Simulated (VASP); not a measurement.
# Co (Fm-3m) in VASP: relaxation of cell and atoms with PBEsol

Aim: the relaxation of cell and atoms of Co with PBEsol.

Everything below comes from runs of VASP 6.6.1. Logs are shortened: lines on timing, memory, paths and dates and some standing lists are left out, and cuts for length are marked.

## Step 1: The cell of the first run

Symmetry: Fm-3m, No. 225, cubic system. The conventional cell has a = 3.538 Å, b = 3.538 Å, c = 3.538 Å, α = 90.00°, β = 90.00°, γ = 90.00°. Within 3.3 Å of Co (site symmetry m-3m) lie 12 Co at 2.50 Å.

This isn't the form of Co at room conditions, which is hcp.

## Step 2: Relaxation of cell and atoms, PBEsol, collinear spin, ferromagnetic start

Input file INCAR:

```
SYSTEM = Co
PREC = Accurate
ENCUT = 690
EDIFF = 1E-7
ISMEAR = -1
SIGMA = 0.05
LREAL = .False.
LASPH = .True.
NELM = 200
ALGO = Normal
ISIF = 3
LWAVE = .False.
LCHARG = .False.
ISPIN = 2
MAGMOM = 1.7
LORBIT = 11
LMAXMIX = 4
GGA = PS
IBRION = 2
NSW = 80
EDIFFG = -0.01
GGA_COMPAT = .False.
NELMIN = 4
```

Input file KPOINTS:

```
regular mesh
0
Gamma
  15 15 15
  0 0 0
```

Input file POSCAR:

```
Co
1.0
    0.0000000000      1.7691019796      1.7691019796
    1.7691019796      0.0000000000      1.7691019796
    1.7691019796      1.7691019796      0.0000000000
Co
1
Direct
    0.0000000000      0.0000000000      0.0000000000
```

Potentials or basis: VASP PAW PBE potentials, release 64 (Co_sv).

The run is started by

```
$ cat potpaw_PBE.64/Co_sv/POTCAR > POTCAR
$ mpirun -np 1 vasp_std > vasp.out
```

OUTCAR:

```text
SYSTEM = Co
   PREC = Accurate
   ENCUT = 690
   EDIFF = 1E-7
   ISMEAR = -1
   LREAL = .False.
   LASPH = .True.
   NELM = 200
   ISIF = 3
   ISPIN = 2
   LORBIT = 11
   GGA = PS
   IBRION = 2
   NSW = 80
   EDIFFG = -0.01
   NELMIN = 4

 ion  position               nearest neighbor table
   1  0.000  0.000  0.000-

  LATTYP: Found a face centered cubic cell.
 ALAT       =     3.5382039592

  Lattice vectors:

 A1 = (   0.0000000000,   1.7691019796,   1.7691019796)
 A2 = (   1.7691019796,   0.0000000000,   1.7691019796)
 A3 = (   1.7691019796,   1.7691019796,   0.0000000000)

Analysis of symmetry for initial positions (statically):
=====================================================================
 Subroutine PRICEL returns:
 Original cell was already a primitive cell.

 Routine SETGRP: Setting up the symmetry group for a
 face centered cubic supercell.

 Subroutine GETGRP returns: Found 48 space group operations
 (whereof 48 operations were pure point group operations)
 out of a pool of 48 trial point group operations.

The static configuration has the point symmetry O_h .

Analysis of symmetry for dynamics (positions and initial velocities):
=====================================================================
 Subroutine PRICEL returns:
 Original cell was already a primitive cell.

 Routine SETGRP: Setting up the symmetry group for a
 face centered cubic supercell.

 Subroutine GETGRP returns: Found 48 space group operations
 (whereof 48 operations were pure point group operations)
 out of a pool of 48 trial point group operations.

The dynamic configuration has the point symmetry O_h .

Analysis of structural, dynamic, and magnetic symmetry:
=====================================================================
 Subroutine PRICEL returns:
 Original cell was already a primitive cell.

 Routine SETGRP: Setting up the symmetry group for a
 face centered cubic supercell.

 Subroutine GETGRP returns: Found 48 space group operations
 (whereof 48 operations were pure point group operations)
 out of a pool of 48 trial point group operations.

The overall configuration has the point symmetry O_h .

 Subroutine INISYM returns: Found 48 space group operations
 (whereof 48 operations are pure point group operations),
 and found     1 'primitive' translations

----------------------------------------------------------------------------------------

                                     Primitive cell

  volume of cell :      11.0736

  direct lattice vectors                    reciprocal lattice vectors
     0.000000000  1.769101980  1.769101980    -0.282629269  0.282629269  0.282629269
[... 108 lines left out ...]
   LORBIT       =     11    0 simple, 1 ext, 2 COOP (PROOUT), +10 PAW based schemes
   GGA     = PS    functional components
   LHFCALC =     F    Hartree Fock is set to
   AEXX    =    0.0000 exact exchange contribution
   IVDW    =     0    specifies the selected vdW correction
   LEPSILON=     F    determine dielectric tensor
   LRPA    =     F    only Hartree local field effects (RPA)
 conjugate gradient relaxation of ions
 spin polarized calculation
  energy-cutoff  :      690.00
  volume of cell :       11.07
 maximum number of plane-waves:       468
 NGX is ok and might be reduce to    24
   NGX = 11   NGY = 11   NGZ = 11

--------------------------------------- Ionic step        1  -------------------------------------------

 number of electron      17.0000001 magnetization       1.6666877

 Free energy of the ion-electron system (eV)
  ---------------------------------------------------
  ext. energy  EPLUGINS =         0.00000000
  ---------------------------------------------------
  free energy    TOTEN  =        -7.77367195 eV

  energy without entropy =       -7.76377584  energy(sigma->0) =       -7.76872390

------------------------ aborting loop because EDIFF is reached ----------------------------------------

  FORCE on cell =-STRESS in cart. coord.  units (eV):
  Direction    XX          YY          ZZ          XY          YZ          ZX
  --------------------------------------------------------------------------------------
  -------------------------------------------------------------------------------------
  Total       -0.9460839     -0.9460839     -0.9460839      0.0000000      0.0000000     -0.0000000
  in kB     -136.8836634   -136.8836634   -136.8836634      0.0000000      0.0000000     -0.0000000
  external PRESSURE =    -136.8836634 kB  Pullay stress =       0.0000000 kB
[... 92 lines left out ...]
--------------------------------------- Ionic step        4  -------------------------------------------

 number of electron      17.0000008 magnetization       1.6331817

 Free energy of the ion-electron system (eV)
  ---------------------------------------------------
  ext. energy  EPLUGINS =         0.00000000
  ---------------------------------------------------
  free energy    TOTEN  =        -7.80350052 eV

  energy without entropy =       -7.79378889  energy(sigma->0) =       -7.79864470

 E-fermi :  12.5840     XC(G=0): -14.3645

 val. band max:       12.5797676663   @ k =  -0.4000   0.0667   0.0000
 cond. band min:      12.5883481993   @ k =  -0.2667   0.3333   0.1333
 fundamental gap:      0.0085805330
 Fermi energy:        12.5840259714

 spin component 1

 k-point     1 :       0.0000    0.0000    0.0000
  band No.  band energies     occupation
      1     -83.3188      1.00000
      2     -46.4872      1.00000
      3     -46.4872      1.00000
      4     -46.4872      1.00000
      5       3.1930      1.00000
      6       9.7960      1.00000
      7       9.7960      1.00000
      8       9.7960      1.00000
      9      10.9618      1.00000
     10      10.9618      1.00000
     11      35.7380      0.00000
     12      40.3852      0.00000
     13      40.3852      0.00000
[... 356 lines left out ...]
      2     -46.5924      1.00000
      3     -46.5218      1.00000
      4     -46.5187      1.00000
      5       4.7455      1.00000
      6       9.2317      1.00000
      7      10.1818      1.00000
      8      10.2449      1.00000
      9      10.5905      1.00000
     10      11.1783      1.00000
     11      32.6732      0.00000
     12      35.2912      0.00000
     13      35.4496      0.00000

 [... further k-points ...]

 spin component 2

 k-point     1 :       0.0000    0.0000    0.0000
  band No.  band energies     occupation
      1     -81.2724      1.00000
      2     -44.4807      1.00000
      3     -44.4807      1.00000
      4     -44.4807      1.00000
      5       3.2790      1.00000
      6      11.3814      1.00000
      7      11.3814      1.00000
      8      11.3814      1.00000
      9      12.8942      0.00202
     10      12.8942      0.00202
     11      35.5276      0.00000
     12      40.5537      0.00000
     13      40.5537      0.00000
[... 396 lines left out ...]
  FREE ENERGIE OF THE ION-ELECTRON SYSTEM (eV)
  ---------------------------------------------------
  free  energy   TOTEN  =        -7.8035005164 eV

  energy  without entropy=       -7.7937888873  energy(sigma->0) =       -7.79864470

 reached required accuracy - stopping structural energy minimisation

 total charge

# of ion       s       p       d       tot
------------------------------------------
    1        2.257   6.133   6.694  15.084

 magnetization (x)

# of ion       s       p       d       tot
------------------------------------------
    1       -0.004  -0.012   1.698   1.683
```

Run time: 77 s. Hardware: 1 thread of Intel Xeon 6975P-C (Granite Rapids), shared host; peak memory 0.18 GiB.

Results:

| Item | Value |
| --- | --- |
| Free energy | -7.8035 eV |
| Relaxed volume | 10.41 Å³/atom |
| Relaxed cell | a = 2.451 Å, b = 2.451 Å, c = 2.451 Å, α = 60.00°, β = 60.00°, γ = 60.00° |
| Space group after relaxing (to 0.1 Å) | Fm-3m (No. 225) |
| Energy gained by relaxing | 29.8 meV/atom |
| Ionic steps | 4 |
| Pressure after relaxing | 0.0 GPa |
| Net moment | 1.63 μB per cell |
| Site moments | Co +1.68 μB |
| Valence electrons inside the program's atomic spheres | Co 15.08 |

The path:
| step | energy change (eV) | largest force (eV/Å) | pressure (GPa) | volume (Å³) |
| --- | --- | --- | --- | --- |
| 1 | 0.0000 | 0.0000 | -13.69 | 11.07 |
| 2 | 0.0240 | 0.0000 | 23.19 | 9.63 |
| 3 | -0.0298 | 0.0000 | -0.41 | 10.43 |
| 4 | -0.0298 | 0.0000 | -0.03 | 10.41 |

Final structure:
```yaml
crystal:
  lattice:
    - [0.00000, 1.73313, 1.73313]
    - [1.73313, 0.00000, 1.73313]
    - [1.73313, 1.73313, 0.00000]
  atoms:
    - { symbol: Co, position: [0.00000, 0.00000, 0.00000] }
```

Levels at points of the mesh, in eV from the Fermi level:
Spin up:
```tsv
k point	band 7	band 8	band 9	band 10	band 11	band 12
(0.00, 0.00, 0.00)	-2.79	-2.79	-1.62	-1.62	23.15	27.80
```
Spin down:
```tsv
k point	band 4	band 5	band 6	band 7	band 8	band 9	band 10	band 11	band 12	band 13
(0.00, 0.00, 0.00)	-57.06	-9.31	-1.20	-1.20	-1.20	0.31	0.31	22.94	27.97	27.97
```

Caveat: the PAW data sets were made with another functional, which shifts forces and pressure a little.
